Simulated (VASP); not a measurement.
# Si in VASP: further runs, part 2 of 2

VASP 6.6.1. Earlier steps stand in the parts before.

### Step 3. Relaxation of the atoms, PBE+D3(BJ) (biaxial strain +0.020)

Input file INCAR:

```
PREC = Accurate ; ENCUT = 520
EDIFF = 1E-6 ; ISMEAR = 0
SIGMA = 0.1 ; LREAL = False
LASPH = True ; NELM = 80
ALGO = Normal ; ISIF = 2
LWAVE = False ; LCHARG = False
LDIPOL = True ; IDIPOL = 3
DIPOL = 0.5 0.5 0.500 ; GGA = PE
IVDW = 12 ; IBRION = 2
NSW = 60 ; EDIFFG = -0.01
```

Input file KPOINTS:

```
Automatic mesh
0
Gamma
  15 15 1
```

Input file POSCAR:

```
Si
1.0
    3.9241464078      0.0000000000      0.0000000000
   -1.9620732039      3.3984104773      0.0000000000
    0.0000000000      0.0000000000     28.0000000000
Si
2
Direct
    0.3333333333      0.6666666667      0.5084347959
    0.6666666667      0.3333333333      0.4915652041
```

Potentials or basis: VASP PAW PBE potentials, release 64 (Si).

Run with:

```
cat potpaw_PBE.64/Si/POTCAR > POTCAR
mpirun -np 1 vasp_std > vasp.out
```

OUTCAR:

```text
PREC = Accurate
   ENCUT = 520
   EDIFF = 1E-6
   ISMEAR = 0
   LREAL = False
   LASPH = True
   NELM = 80
   ISIF = 2
   GGA = PE
   IVDW = 12
   IBRION = 2
   NSW = 60
   EDIFFG = -0.01
 IVDW          = 12

 ion  position               nearest neighbor table
   1  0.333  0.667  0.508-   2 2.31   2 2.31   2 2.31
   2  0.667  0.333  0.492-   1 2.31   1 2.31   1 2.31

  LATTYP: Found a hexagonal cell.
 ALAT       =     3.9241464078
 C/A-ratio  =     7.1353097184

  Lattice vectors:

 A1 = (   3.9241464078,   0.0000000000,   0.0000000000)
 A2 = (  -1.9620732039,   3.3984104773,   0.0000000000)
 A3 = (   0.0000000000,   0.0000000000,  28.0000000000)

Analysis of symmetry for initial positions (statically):
=====================================================================
 Subroutine PRICEL returns:
 Original cell was already a primitive cell.

 Routine SETGRP: Setting up the symmetry group for a
 hexagonal supercell.

 Subroutine GETGRP returns: Found 12 space group operations
 (whereof 12 operations were pure point group operations)
 out of a pool of 24 trial point group operations.

The static configuration has the point symmetry D_3d.

Analysis of symmetry for dynamics (positions and initial velocities):
=====================================================================
[... 323 lines left out ...]

 dipolmoment           0.000000      0.000000      0.000000 electrons x Angstroem

 Free energy of the ion-electron system (eV)
  ---------------------------------------------------
  ext. energy  EPLUGINS =         0.00000000
  ---------------------------------------------------
  free energy    TOTEN  =        -9.55374558 eV

  energy without entropy =       -9.55274257  energy(sigma->0) =       -9.55324408

 E-fermi :  -3.4616     XC(G=0):  -1.5551

 val. band max:       -3.4615771135   @ k =   0.3333   0.3333   0.0000
 cond. band min:      -3.4615771104   @ k =   0.3333   0.3333   0.0000
 fundamental gap:      0.0000000032
 Fermi energy:        -3.4615771130

 k-point     1 :       0.0000    0.0000    0.0000
  band No.  band energies     occupation
      1     -14.4704      2.00000
      2      -6.5166      2.00000
      3      -4.8924      2.00000
      4      -4.8924      2.00000
      5      -2.0683      0.00000
      6      -0.7359      0.00000
      7      -0.6454      0.00000
      8      -0.6454      0.00000
[... 243 lines left out ...]
 k-point    24 :       0.4000    0.2000    0.0000
  band No.  band energies     occupation
      1     -11.9767      2.00000
      2     -10.7987      2.00000
      3      -7.4629      2.00000
      4      -4.0658      2.00000
      5      -2.9473      0.00000
      6      -0.2846      0.00000
      7       1.0784      0.00000
      8       2.6810      0.00000

 [... further k-points ...]

------------------------ aborting loop because EDIFF is reached ----------------------------------------

 vacuum level on the upper side and lower side of the slab       (xc-potential included)        -0.170        -0.170

 Edisp (eV)   -0.36613

 E8    (eV) :    -0.1627

  FORCE on cell =-STRESS in cart. coord.  units (eV):
  Direction    XX          YY          ZZ          XY          YZ          ZX
  --------------------------------------------------------------------------------------
  -------------------------------------------------------------------------------------
  Total      -1.42652    -1.42652     0.00967    -0.00000     0.00000     0.00000
  in kB      -6.12082    -6.12082     0.04149    -0.00000     0.00000     0.00000
  external pressure =       -4.07 kB  Pullay stress =        0.00 kB
[... 17 lines left out ...]
  FREE ENERGIE OF THE ION-ELECTRON SYSTEM (eV)
  ---------------------------------------------------
  free  energy   TOTEN  =        -9.9198708875 eV

  energy  without entropy=       -9.9188678837  energy(sigma->0) =       -9.91936939

 reached required accuracy - stopping structural energy minimisation

 vacuum level on the upper side and lower side of the slab         1.041         1.041
```

OSZICAR:

```text
N       E                     dE             d eps       ncg     rms          rms(c)
DAV:   1     0.420139881269E+02    0.42014E+02   -0.21022E+03   432   0.595E+02
DAV:   2    -0.679451263302E+01   -0.48809E+02   -0.44632E+02   712   0.762E+01
DAV:   3    -0.977109067336E+01   -0.29766E+01   -0.29756E+01   600   0.295E+01
[... 49 lines left out ...]
DAV:   1    -0.955333104575E+01   -0.10019E-02   -0.16423E-01   432   0.255E+00    0.830E-02
DAV:   2    -0.955375771109E+01   -0.42667E-03   -0.47954E-03   736   0.531E-01    0.541E-02
DAV:   3    -0.955375419133E+01    0.35198E-05   -0.27225E-05   696   0.372E-02    0.365E-02
DAV:   4    -0.955374539889E+01    0.87924E-05   -0.18252E-05   624   0.285E-02    0.382E-03
DAV:   5    -0.955374557850E+01   -0.17961E-06   -0.98282E-07   736   0.622E-03
   5 F= -.99198709E+01 E0= -.99193694E+01  d E =-.450765E-02
```

Run time: 3.4 min. Hardware: 1 thread of Intel Xeon Platinum 8559C (Emerald Rapids), shared host; peak memory 0.49 GiB.

What came out:

```yaml
Free_energy: -9.9199 eV
Energy_gained_by_relaxing: 2.3 meV/atom
Ionic_steps: 5
Largest_force_after_relaxing: 0.007 eV/Å
Band_gap_on_the_k_mesh: zero (filled and empty bands touch)
Dispersion_energy_per_atom: -0.183 eV
```

Forces in eV/Å, atoms in the order of the input:
```
Si   0.000  0.000  0.007
Si   0.000  0.000 -0.007
```

The path:
```
step  energy change (eV)  largest force (eV/Å)  pressure (GPa)
   1              0.0000                0.1285           -0.47
   2             -0.0014                0.1046           -0.46
   3             -0.0040                0.0380           -0.43
   4             -0.0031                0.0544           -0.38
   5             -0.0045                0.0065           -0.41
```

Final structure:
```
Si
1.0
     3.92415    0.00000    0.00000
    -1.96207    3.39841    0.00000
     0.00000    0.00000   28.00000
Si
2
Direct
  0.33333 0.66667 0.50700
  0.66667 0.33333 0.49300
```

Levels at points of the mesh, in eV from the Fermi level:
| k point | band 2 | band 3 | band 4 | band 5 | band 6 | band 7 |
| --- | --- | --- | --- | --- | --- | --- |
| (0.00, 0.00, 0.00) | -3.06 | -1.43 | -1.43 | 1.39 | 2.73 | 2.82 |

Caveat: the cell differs from its parent crystal (biaxial strain +0.020).

### Step 4. Relaxation of the atoms, PBE+D3(BJ)

This run uses another cell than the first one: it holds 4 atoms, not 2.

Input file INCAR:

```
ALGO = Fast
DIPOL = 0.5 0.5 0.500
EDIFF = 1E-6
EDIFFG = -0.01
ENCUT = 520
GGA = PE
IBRION = 2
IDIPOL = 3
ISIF = 2
ISMEAR = 0
IVDW = 12
LASPH = T
LCHARG = F
LDIPOL = T
LREAL = F
LWAVE = F
NELM = 60
NSW = 70
PREC = Accurate
SIGMA = 0.1
```

Input file KPOINTS:

```
k-points
0
Gamma
  15 15 1
```

Input file POSCAR:

```
Si
1.0
    3.8472023568      0.0000000000      0.0000000000
   -1.9236011784      3.3317749745      0.0000000000
    0.0000000000      0.0000000000     34.4893942845
Si
4
Selective dynamics
Direct
    0.3333333333      0.6666666667      0.4521592062  F F T
    0.6666666667      0.3333333333      0.4384637331  T T T
    0.0000000000      0.0000000000      0.5615362669  F F T
    0.3333333333      0.6666666667      0.5478407938  T T T
```

Run with:

```
cat potpaw_PBE.64/Si/POTCAR > POTCAR
mpirun -np 1 vasp_std > vasp.out
```

It took 43 min on 1 thread of Oxide Virtual Turin-like, shared host; peak memory 0.59 GiB.

The run converged. Its results:

```yaml
Free_energy: -20.6672 eV
Energy_gained_by_relaxing: 60.2 meV/atom
Ionic_steps: 18
Band_gap_on_the_k_mesh: zero (bands 8 and 9 overlap by 0.03 eV)
Dispersion_energy_per_atom: -0.252 eV
```

Step by step:
| step | energy change (eV) | largest force on free atoms (eV/Å) | pressure (GPa) |
| --- | --- | --- | --- |
| 1 | 0.0000 | 0.5631 | -0.15 |
| 2 | -0.0306 | 0.5387 | -0.21 |
| 3 | -0.1054 | 0.3696 | -0.38 |
| 4 | -0.0555 | 0.8460 | -0.59 |
| 5 | -0.1286 | 0.3590 | -0.46 |
| 6 | -0.1294 | 0.4115 | -0.47 |
| 7 | -0.1569 | 0.3580 | -0.35 |
| 8 | -0.1764 | 0.2962 | -0.27 |
| 9 | -0.2239 | 0.1893 | -0.31 |
| 10 | 0.0566 | 2.2901 | 0.62 |
| 11 | -0.2321 | 0.1608 | -0.29 |
| 12 | -0.2360 | 0.2220 | -0.15 |
| 13 | -0.2384 | 0.1130 | -0.22 |
| 14 | -0.2385 | 0.1067 | -0.21 |
| 15 | -0.2372 | 0.1610 | -0.13 |
| 16 | -0.2405 | 0.0333 | -0.18 |
| 17 | -0.2408 | 0.0123 | -0.16 |
| 18 | -0.2409 | 0.0014 | -0.15 |

Final structure:
```
Si
1.0
     3.84720    0.00000    0.00000
    -1.92360    3.33177    0.00000
     0.00000    0.00000   34.48939
Si
4
Direct
  0.33333 0.66667 0.46380
  0.66667 0.33333 0.44475
  0.00000 0.00000 0.55525
  0.33333 0.66667 0.53620
```

Levels at points of the mesh, in eV from the Fermi level:
```csv
k point,band 4,band 5,band 6,band 7,band 8,band 9,band 10,band 11,band 12
"(0.00, 0.00, 0.00)",-1.42,-1.03,-1.03,-0.50,-0.50,1.26,2.35,2.61,3.22
```

### Step 5. Summary

| task | level | cell | atoms held fixed (from 0) | gap on the mesh (eV) | largest force (eV/Å) |
| --- | --- | --- | --- | --- | --- |
| single point | r2SCAN | a = 3.847, b = 3.847, c = 28.000 Å, angles 90.0, 90.0, 120.0°, 2 atoms, atomic positions A | - | none | 0.18 |
| relaxation of the atoms | PBE+D3(BJ) | atoms relaxed from a = 3.924, b = 3.924, c = 28.000 Å, angles 90.0, 90.0, 120.0°, 2 atoms, atomic positions A | - | none | 0.01 |
| relaxation of the atoms | PBE+D3(BJ) | atoms relaxed from a = 3.847, b = 3.847, c = 34.489 Å, angles 90.0, 90.0, 120.0°, 4 atoms, atomic positions B | [0, 2] | none | - |

Alike in all rows: potentials or basis VASP PAW PBE potentials, release 64 (Si); no spin polarisation; k mesh 15 × 15 × 1; cutoff (eV) 520; smearing gaussian 0.1 eV.

Caveats: the PAW data sets were made with another functional, which shifts forces and pressure a little (at least some runs).

Absolute energies hang on the potentials; compare differences alone.
